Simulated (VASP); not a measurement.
# GaSb (F-43m) in VASP: settings compared

Aim: see how the results for GaSb move with the level of theory and the settings. Levels: RPBE+D4, PBE+D4, revPBE, BLYP+D3(BJ). Tasks: relaxation of cell and atoms, single point.

Program: VASP 6.6.1. These are calculated values, not measurements. Logs are shortened: lines on timing, memory, paths and dates and some standing lists are left out, and cuts for length are marked.

**1. The cell of the first run**

The structure is cubic, space group F-43m (No. 216). Conventional cell: a = 6.118 Å, b = 6.118 Å, c = 6.118 Å, α = 90.00°, β = 90.00°, γ = 90.00°. Within 3.5 Å of Sb (site symmetry -43m) lie 4 Ga at 2.65 Å. Within 3.5 Å of Ga (site symmetry -43m) lie 4 Sb at 2.65 Å.

**2. Relaxation of cell and atoms, RPBE+D4**

INCAR reads:

```
SYSTEM = GaSb
ALGO = Normal
EDIFF = 1E-7
EDIFFG = -0.005
ENCUT = 600
GGA = RP
IBRION = 2
ISIF = 3
ISMEAR = -1
IVDW = 13
LASPH = .True.
LCHARG = .False.
LREAL = .False.
LWAVE = .False.
NELM = 80
NSW = 80
PREC = Accurate
SIGMA = 0.05
```

KPOINTS reads:

```
k-points
0
Gamma
  8 8 8
  0 0 0
```

POSCAR reads:

```
GaSb
1.0
    0.0000000000      3.0590000000      3.0590000000
    3.0590000000      0.0000000000      3.0590000000
    3.0590000000      3.0590000000      0.0000000000
Sb Ga
1 1
Direct
    0.7500000000      0.7500000000      0.7500000000
    0.0000000000      0.0000000000      0.0000000000
```

Potentials or basis: VASP PAW PBE potentials, release 64 (Sb, Ga_d).

On the command line:

```
$ cat potpaw_PBE.64/Sb/POTCAR potpaw_PBE.64/Ga_d/POTCAR > POTCAR
$ mpirun -np 1 vasp_std > vasp.out
```

OUTCAR:

```text
SYSTEM = GaSb
   EDIFF = 1E-7
   EDIFFG = -0.005
   ENCUT = 600
   GGA = RP
   IBRION = 2
   ISIF = 3
   ISMEAR = -1
   IVDW = 13
   LASPH = .True.
   LREAL = .False.
   NELM = 80
   NSW = 80
   PREC = Accurate

 ion  position               nearest neighbor table
   1  0.750  0.750  0.750-   2 2.65   2 2.65   2 2.65   2 2.65
   2  0.000  0.000  0.000-   1 2.65   1 2.65   1 2.65   1 2.65

  LATTYP: Found a face centered cubic cell.
 ALAT       =     6.1180000000

  Lattice vectors:

 A1 = (   0.0000000000,   3.0590000000,   3.0590000000)
 A2 = (   3.0590000000,   0.0000000000,   3.0590000000)
 A3 = (   3.0590000000,   3.0590000000,   0.0000000000)

Analysis of symmetry for initial positions (statically):
=====================================================================
 Subroutine PRICEL returns:
 Original cell was already a primitive cell.

 Routine SETGRP: Setting up the symmetry group for a
 face centered cubic supercell.

 Subroutine GETGRP returns: Found 24 space group operations
 (whereof 24 operations were pure point group operations)
 out of a pool of 48 trial point group operations.

The static configuration has the point symmetry T_d .

Analysis of symmetry for dynamics (positions and initial velocities):
=====================================================================
 Subroutine PRICEL returns:
 Original cell was already a primitive cell.

 Routine SETGRP: Setting up the symmetry group for a
 face centered cubic supercell.

 Subroutine GETGRP returns: Found 24 space group operations
 (whereof 24 operations were pure point group operations)
 out of a pool of 48 trial point group operations.

The dynamic configuration has the point symmetry T_d .

 Subroutine INISYM returns: Found 24 space group operations
 (whereof 24 operations are pure point group operations),
 and found     1 'primitive' translations

----------------------------------------------------------------------------------------

                                     Primitive cell

  volume of cell :      57.2491

  direct lattice vectors                    reciprocal lattice vectors
     0.000000000  3.059000000  3.059000000    -0.163452109  0.163452109  0.163452109
     3.059000000  0.000000000  3.059000000     0.163452109 -0.163452109  0.163452109
     3.059000000  3.059000000  0.000000000     0.163452109  0.163452109 -0.163452109

  length of vectors
     4.326079287  4.326079287  4.326079287     0.283107357  0.283107357  0.283107357

  position of ions in fractional coordinates (direct lattice)
     0.750000000  0.750000000  0.750000000
     0.000000000  0.000000000  0.000000000

  ion indices of the primitive-cell ions
   primitive index   ion index
                 1           1
[... 71 lines left out ...]
   ENCUT  =  600.0 eV  44.10 Ry    6.64 a.u.   8.64  8.64  8.64*2*pi/ulx,y,z
   NELM   =     80;   NELMIN=  2; NELMDL= -5     # of ELM steps
   EDIFF  = 0.1E-06   stopping-criterion for ELM
   LREAL  =      F    real-space projection
   EDIFFG = -.5E-02   stopping-criterion for IOM
   NSW    =     80    number of steps for IOM
   IBRION =      2    ionic relax: 0-MD 1-quasi-New 2-CG
   NFREE  =      1    steps in history (QN), initial steepest desc. (CG)
   ISIF   =      3    stress and relaxation
   ISYM   =      2    0-nonsym 1-usesym 2-fastsym
   POTIM  = 0.5000    time-step for ionic-motion
   TEBEG  =    0.0;   TEEND  =   0.0 temperature during run
   PSTRESS=    0.0 pullay stress
   NELECT =      18.0000    total number of electrons
   NUPDOWN=      -1.0000    fix difference up-down
   EMIN   =  10.00;   EMAX   =-10.00  energy-range for DOS
   EFERMI =   0.00;   METHOD = LEGACY
   ISMEAR =    -1;   SIGMA  =   0.05  broadening in eV -4-tet -1-fermi 0-gaus
   EFERMI_NEDOS =   21; number of points for ismear=-14 and -15
   IALGO  =     38    algorithm
   IMIX   =      4    mixing-type and parameters
     AMIX     =   0.40;   BMIX     =  1.00
     AMIX_MAG =   1.60;   BMIX_MAG =  1.00
  volume/ion in A,a.u.               =      28.62       193.17
  Fermi-wavevector in a.u.,A,eV,Ry     =   1.113208  2.103657 16.860766  1.239231
  Thomas-Fermi vector in A             =   2.249790
   LORBIT       =      0    0 simple, 1 ext, 2 COOP (PROOUT), +10 PAW based schemes
   GGA     = RP    functional components
   LHFCALC =     F    Hartree Fock is set to
   AEXX    =    0.0000 exact exchange contribution
   IVDW    =    13    specifies the selected vdW correction
   LEPSILON=     F    determine dielectric tensor
   LRPA    =     F    only Hartree local field effects (RPA)
 conjugate gradient relaxation of ions
 non-spin polarized calculation
  energy-cutoff  :      600.00
  volume of cell :       57.25
 maximum number of plane-waves:      1926
   NGX = 17   NGY = 17   NGZ = 17

--------------------------------------- Ionic step        1  -------------------------------------------

 number of electron      18.0000006 magnetization

 Free energy of the ion-electron system (eV)
  ---------------------------------------------------
  ext. energy  EPLUGINS =         0.00000000
  ---------------------------------------------------
  free energy    TOTEN  =        -6.65088879 eV

  energy without entropy =       -6.65052176  energy(sigma->0) =       -6.65070528

------------------------ aborting loop because EDIFF is reached ----------------------------------------

  DFT-D4 for vdW energy calculation

  Edisp (eV):   -1.49326
[... 71 lines left out ...]
--------------------------------------- Ionic step        3  -------------------------------------------

 number of electron      18.0000007 magnetization

 Free energy of the ion-electron system (eV)
  ---------------------------------------------------
  ext. energy  EPLUGINS =         0.00000000
  ---------------------------------------------------
  free energy    TOTEN  =        -6.61943650 eV

  energy without entropy =       -6.61926808  energy(sigma->0) =       -6.61935229

 E-fermi :   5.3487     XC(G=0):  -9.0105

 val. band max:        5.1827411042   @ k =   0.0000   0.0000   0.0000
 cond. band min:       5.4559380454   @ k =   0.0000   0.0000   0.0000
 fundamental gap:      0.2731969411
 Fermi energy:         5.3487250828

 k-point     1 :       0.0000    0.0000    0.0000
  band No.  band energies     occupation
      1      -9.8962      2.00000
      2      -9.8962      2.00000
      3      -9.8962      2.00000
      4      -9.8437      2.00000
      5      -9.8437      2.00000
      6      -6.3989      2.00000
      7       5.1827      1.93020
      8       5.1827      1.93020
      9       5.1827      1.93020
     10       5.4559      0.20974
     11       7.9667      0.00000
     12       7.9667      0.00000
     13       7.9667      0.00000
[... 354 lines left out ...]
  band No.  band energies     occupation
      1      -9.9311      2.00000
      2      -9.8815      2.00000
      3      -9.8783      2.00000
      4      -9.8470      2.00000
      5      -9.8435      2.00000
      6      -4.3640      2.00000
      7      -1.2107      2.00000
      8       2.0391      2.00000
      9       3.2430      2.00000
     10       7.5839      0.00000
     11       8.6680      0.00000
     12      10.6411      0.00000
     13      11.7282      0.00000

 [... further k-points ...]

------------------------ aborting loop because EDIFF is reached ----------------------------------------

  DFT-D4 for vdW energy calculation

  Edisp (eV):   -1.52821
[... 25 lines left out ...]
  FREE ENERGIE OF THE ION-ELECTRON SYSTEM (eV)
  ---------------------------------------------------
  free  energy   TOTEN  =        -8.1476435339 eV

  energy  without entropy=       -8.1474751211  energy(sigma->0) =       -8.14755933

 reached required accuracy - stopping structural energy minimisation
```

OSZICAR:

```text
N       E                     dE             d eps       ncg     rms          rms(c)
DAV:   1     0.812369260934E+02    0.81237E+02   -0.94900E+03   754   0.187E+03
DAV:   2    -0.640837531942E+00   -0.81878E+02   -0.79300E+02   824   0.327E+02
DAV:   3    -0.655678725187E+01   -0.59159E+01   -0.58362E+01   944   0.753E+01
[... 29 lines left out ...]
DAV:   5    -0.661943658192E+01    0.73162E-05   -0.86479E-06   910   0.399E-02    0.417E-03
DAV:   6    -0.661943618632E+01    0.39559E-06   -0.18684E-06   904   0.261E-02    0.139E-03
DAV:   7    -0.661943636892E+01   -0.18260E-06   -0.29388E-07   846   0.760E-03    0.673E-04
DAV:   8    -0.661943649985E+01   -0.13092E-06   -0.94004E-08   626   0.294E-03    0.190E-04
DAV:   9    -0.661943649700E+01    0.28467E-08   -0.58666E-09   387   0.101E-03
   3 F= -.81476435E+01 E0= -.81475593E+01  d E =-.349279E-02
```

Run time: 39 s. Hardware: 1 thread of Intel Xeon 6975P-C (Granite Rapids), shared host; peak memory 0.21 GiB.

What came out:

* Free energy: -8.1476 eV
* Relaxed volume: 28.07 Å³/atom
* Relaxed cell: a = 4.298 Å, b = 4.298 Å, c = 4.298 Å, α = 60.00°, β = 60.00°, γ = 60.00°
* Space group after relaxing (to 0.05 Å): F-43m (No. 216)
* Energy gained by relaxing: 1.7 meV/atom
* Ionic steps: 3
* Pressure after relaxing: 0.0 GPa
* Band gap on the k mesh: 0.27 eV, direct
* Dispersion energy per atom: -0.764 eV

Step by step:
```
step  energy change (eV)  largest force (eV/Å)  pressure (GPa)  volume (Å³)
   1              0.0000                0.0000           -0.98        57.25
   2             -0.0032                0.0000            0.31        55.81
   3             -0.0035                0.0000            0.02        56.14
```

Final structure:
```xyz
2
Lattice="0.0000 3.0390 3.0390 3.0390 0.0000 3.0390 3.0390 3.0390 0.0000" Properties=species:S:1:pos:R:3 pbc="T T T"
Sb    4.5586    4.5586    4.5586
Ga    0.0000    0.0000    0.0000
```

Levels at points of the mesh, in eV from the valence-band top:
```csv
k point,band 6,band 7,band 8,band 9,band 10,band 11,band 12,band 13
"(0.00, 0.00, 0.00)",-11.58,0.00,0.00,0.00,0.27,2.78,2.78,2.78
"(0.50, 0.00, 0.00)",-9.91,-6.43,-1.19,-1.19,0.52,3.77,3.77,6.62
"(0.50, 0.50, 0.00)",-9.05,-6.87,-2.64,-2.64,0.96,1.31,8.85,8.85
```

Caveat: the PAW data sets were made with another functional, which shifts forces and pressure a little; spin-orbit coupling is left out, which moves the levels of the heavy elements. A k mesh can miss the band edges.

**3. Single point, PBE+D4**

This run uses another cell than the first one, of 26.91 Å³/atom, 0.940 times its volume.

INCAR reads:

```
PREC = Accurate
ENCUT = 520
EDIFF = 1E-6
ISMEAR = -1
SIGMA = 0.05
LREAL = False
LASPH = True
NELM = 60
ALGO = Normal
ISIF = 2
LWAVE = False
LCHARG = True
GGA = PE
IVDW = 13
LELF = True
LVHAR = True
NBANDS = 16
```

KPOINTS reads:

```
regular mesh
0
Gamma
  8 8 8
```

POSCAR reads:

```
GaSb
1.0
    0.0000000000      2.9965539066      2.9965539066
    2.9965539066      0.0000000000      2.9965539066
    2.9965539066      2.9965539066      0.0000000000
Sb Ga
1 1
Direct
    0.7500000000      0.7500000000      0.7500000000
    0.0000000000      0.0000000000      0.0000000000
```

Potentials or basis: VASP PAW PBE potentials, release 64 (Sb, Ga_d).

On the command line:

```
$ cat potpaw_PBE.64/Sb/POTCAR potpaw_PBE.64/Ga_d/POTCAR > POTCAR
$ mpirun -np 1 vasp_std > vasp.out
```

It took 10 s on 1 thread of Intel Xeon 6975P-C (Granite Rapids), shared host; peak memory 0.18 GiB.

Results (log left out):

| Property | Result |
| --- | --- |
| Free energy | -8.1569 eV |
| Pressure | 3.6 GPa |
| Band gap on the k mesh | 0.49 eV, direct |
| Dispersion energy per atom | -0.451 eV |

Levels at points of the mesh, in eV from the valence-band top:
| k point | band 7 | band 8 | band 9 | band 10 | band 11 | band 12 |
| --- | --- | --- | --- | --- | --- | --- |
| (0.00, 0.00, 0.00) | 0.00 | 0.00 | 0.00 | 0.49 | 2.75 | 2.75 |
| (0.50, 0.00, 0.00) | -6.69 | -1.26 | -1.26 | 0.54 | 3.74 | 3.74 |
| (0.50, 0.50, 0.00) | -7.11 | -2.80 | -2.80 | 0.83 | 1.13 | 9.09 |

Caveat: spin-orbit coupling is left out, which moves the levels of the heavy elements. As with any semilocal functional, this PBE gap is likely too small.

**4. Single point, revPBE**

This run uses another cell than the first one, of 26.91 Å³/atom, 0.940 times its volume.

INCAR reads:

```
PREC = Accurate
ENCUT = 520
EDIFF = 1E-7
ISMEAR = -1
SIGMA = 0.05
LREAL = F
LASPH = T
NELM = 60
ALGO = Normal
ISIF = 2
LWAVE = F
LCHARG = T
GGA = RE
LELF = T
LVHAR = T
NBANDS = 16
```

KPOINTS reads:

```
Automatic mesh
0
Gamma
  8 8 8
```

POSCAR is that of step 3.

Potentials or basis: VASP PAW PBE potentials, release 64 (Sb, Ga_d).

On the command line:

```
$ cat potpaw_PBE.64/Sb/POTCAR potpaw_PBE.64/Ga_d/POTCAR > POTCAR
$ mpirun -np 1 vasp_std > vasp.out
```

OUTCAR:

```text
PREC = Accurate
   ENCUT = 520
   EDIFF = 1E-7
   ISMEAR = -1
   LREAL = F
   LASPH = T
   NELM = 60
   ISIF = 2
   GGA = RE

 ion  position               nearest neighbor table
   1  0.750  0.750  0.750-   2 2.60   2 2.60   2 2.60   2 2.60
   2  0.000  0.000  0.000-   1 2.60   1 2.60   1 2.60   1 2.60

  LATTYP: Found a face centered cubic cell.
 ALAT       =     5.9931078132

  Lattice vectors:

 A1 = (   0.0000000000,   2.9965539066,   2.9965539066)
 A2 = (   2.9965539066,   0.0000000000,   2.9965539066)
 A3 = (   2.9965539066,   2.9965539066,   0.0000000000)

Analysis of symmetry for initial positions (statically):
=====================================================================
 Subroutine PRICEL returns:
 Original cell was already a primitive cell.

 Routine SETGRP: Setting up the symmetry group for a
 face centered cubic supercell.

 Subroutine GETGRP returns: Found 24 space group operations
 (whereof 24 operations were pure point group operations)
 out of a pool of 48 trial point group operations.

The static configuration has the point symmetry T_d .

Analysis of symmetry for dynamics (positions and initial velocities):
=====================================================================
 Subroutine PRICEL returns:
 Original cell was already a primitive cell.

 Routine SETGRP: Setting up the symmetry group for a
 face centered cubic supercell.

 Subroutine GETGRP returns: Found 24 space group operations
 (whereof 24 operations were pure point group operations)
 out of a pool of 48 trial point group operations.

The dynamic configuration has the point symmetry T_d .

 Subroutine INISYM returns: Found 24 space group operations
 (whereof 24 operations are pure point group operations),
 and found     1 'primitive' translations

[... 101 lines left out ...]
   ISYM   =      2    0-nonsym 1-usesym 2-fastsym
   POTIM  = 0.5000    time-step for ionic-motion
   TEBEG  =    0.0;   TEEND  =   0.0 temperature during run
   PSTRESS=    0.0 pullay stress
   NELECT =      18.0000    total number of electrons
   NUPDOWN=      -1.0000    fix difference up-down
   EMIN   =  10.00;   EMAX   =-10.00  energy-range for DOS
   EFERMI =   0.00;   METHOD = LEGACY
   ISMEAR =    -1;   SIGMA  =   0.05  broadening in eV -4-tet -1-fermi 0-gaus
   EFERMI_NEDOS =   21; number of points for ismear=-14 and -15
   IALGO  =     38    algorithm
   IMIX   =      4    mixing-type and parameters
     AMIX     =   0.40;   BMIX     =  1.00
     AMIX_MAG =   1.60;   BMIX_MAG =  1.00
  volume/ion in A,a.u.               =      26.91       181.58
  Fermi-wavevector in a.u.,A,eV,Ry     =   1.136406  2.147496 17.570821  1.291419
  Thomas-Fermi vector in A             =   2.273111
   LORBIT       =      0    0 simple, 1 ext, 2 COOP (PROOUT), +10 PAW based schemes
   GGA     = RE    functional components
   LHFCALC =     F    Hartree Fock is set to
   AEXX    =    0.0000 exact exchange contribution
   IVDW    =     0    specifies the selected vdW correction
   LEPSILON=     F    determine dielectric tensor
   LRPA    =     F    only Hartree local field effects (RPA)
 non-spin polarized calculation
  energy-cutoff  :      520.00
  volume of cell :       53.81
 maximum number of plane-waves:      1472
   NGX = 15   NGY = 15   NGZ = 15

 number of electron      18.0000008 magnetization

 Free energy of the ion-electron system (eV)
  ---------------------------------------------------
  ext. energy  EPLUGINS =         0.00000000
  ---------------------------------------------------
  free energy    TOTEN  =        -6.64112526 eV

  energy without entropy =       -6.64109143  energy(sigma->0) =       -6.64110835

 E-fermi :   5.8812     XC(G=0):  -9.2478

 val. band max:        5.6051701201   @ k =   0.0000   0.0000   0.0000
 cond. band min:       6.1643582492   @ k =   0.0000   0.0000   0.0000
 fundamental gap:      0.5591881291
 Fermi energy:         5.8812008050

 k-point     1 :       0.0000    0.0000    0.0000
  band No.  band energies     occupation
      1      -9.5679      2.00000
      2      -9.5679      2.00000
      3      -9.5679      2.00000
      4      -9.5080      2.00000
      5      -9.5080      2.00000
      6      -6.2967      2.00000
[... 433 lines left out ...]
      3      -9.5471      2.00000
      4      -9.5120      2.00000
      5      -9.5080      2.00000
      6      -4.1231      2.00000
[... 8 lines left out ...]
     15      15.4299      0.00000
     16      16.0793      0.00000

 [... further k-points ...]
[... 5 lines left out ...]
  --------------------------------------------------------------------------------------
  -------------------------------------------------------------------------------------
  Total        2.5547502      2.5547502      2.5547502      0.0000000      0.0000000      0.0000000
  in kB       76.0611252     76.0611252     76.0611252      0.0000000      0.0000000      0.0000000
  external PRESSURE =      76.0611252 kB  Pullay stress =       0.0000000 kB

 VOLUME and BASIS-vectors are now :
 -----------------------------------------------------------------------------
  energy-cutoff  :      520.00
  volume of cell :       53.81
      direct lattice vectors                 reciprocal lattice vectors
     0.000000000  2.996553907  2.996553907    -0.166858336  0.166858336  0.166858336
     2.996553907  0.000000000  2.996553907     0.166858336 -0.166858336  0.166858336
     2.996553907  2.996553907  0.000000000     0.166858336  0.166858336 -0.166858336

 POSITION                                       TOTAL-FORCE (eV/Angst)
 -----------------------------------------------------------------------------------
      4.49483      4.49483      4.49483         0.000000      0.000000      0.000000
      0.00000      0.00000      0.00000        -0.000000     -0.000000     -0.000000
 -----------------------------------------------------------------------------------
    total drift:                               -0.000002     -0.000002     -0.000002

  FREE ENERGIE OF THE ION-ELECTRON SYSTEM (eV)
  ---------------------------------------------------
  free  energy   TOTEN  =        -6.6411252614 eV

  energy  without entropy=       -6.6410914348  energy(sigma->0) =       -6.64110835
```

stdout:

```text
POSCAR found type information on POSCAR SbGa
 POSCAR found :  2 types and       2 ions
 scaLAPACK will be used
 -----------------------------------------------------------------------------
|                                                                             |
|                                                                             |
|     You enforced a specific xc type in the INCAR file but a different       |
|     I HOPE YOU KNOW WHAT YOU ARE DOING!                                     |
|                                                                             |
 -----------------------------------------------------------------------------

 LDA part: xc-table for (Slater+PW92), standard interpolation
 POSCAR, INCAR and KPOINTS ok, starting setup
 FFT: planning ... GRIDC
 FFT: planning ... GRID_SOFT
 FFT: planning ... GRID
 WAVECAR not read
 entering main loop
```

It took 14 s on 1 thread of Intel Xeon 6975P-C (Granite Rapids), shared host; peak memory 0.18 GiB.

Results:

```yaml
Free_energy: -6.6411 eV
Pressure: 7.6 GPa
Band_gap_on_the_k_mesh: 0.56 eV, direct
```

Caveat: the PAW data sets were made with another functional, which shifts forces and pressure a little; spin-orbit coupling is left out, which moves the levels of the heavy elements. A k mesh can miss the band edges.

(Part 1 of 2 ends here.)
